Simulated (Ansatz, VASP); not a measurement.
## Two plane-wave programs on C

```
C
1.0
    -1.67801    5.33026    5.30342
     1.67801   -5.33026    5.30342
     1.67801    5.33026   -5.30342
C
12
Direct
  0.93286 0.18299 0.25013
  0.06714 0.31727 0.25013
  0.93286 0.68273 0.74987
  0.06714 0.81701 0.74987
  0.37696 0.69150 0.06846
  0.62304 0.69150 0.31455
  0.62304 0.30850 0.93154
  0.37696 0.30850 0.68545
  0.50480 0.08121 0.42359
  0.49520 0.91879 0.57641
  0.65762 0.08121 0.57641
  0.34238 0.91879 0.42359
```

Alike in both runs: functional PBE; k mesh 12 × 12 × 12; occupations gaussian, width 0.02 eV; no spin polarisation.

Ansatz relaxed the structure, and its values are those at the end. VASP's run is a single point on that final structure, the one shown.

|  | VASP | Ansatz |
| --- | --- | --- |
| version | VASP 6.6.1 | Ansatz 0.2.0 |
| potentials or method | VASP PAW PBE potentials, release 64 (C), cutoff 520 eV | scalar-relativistic, plane waves, PAW |
| valence electrons in the cell | 48 | 48 |

Ansatz gave:

- gap on the k mesh at the Fermi level (eV): 0.32
- least direct gap on the mesh (eV): 0.56
- pressure (GPa): 0.0
- rms of the force components (eV/Å): 0.002

Question: Estimate VASP's values.

Answer: gap on the k mesh at the Fermi level (eV): 0.32; least direct gap on the mesh (eV): 0.57; pressure (GPa): 0.3; rms of the force components (eV/Å): 0.055.

The functional is the same, so the differences come from potentials, cutoffs and numerics.
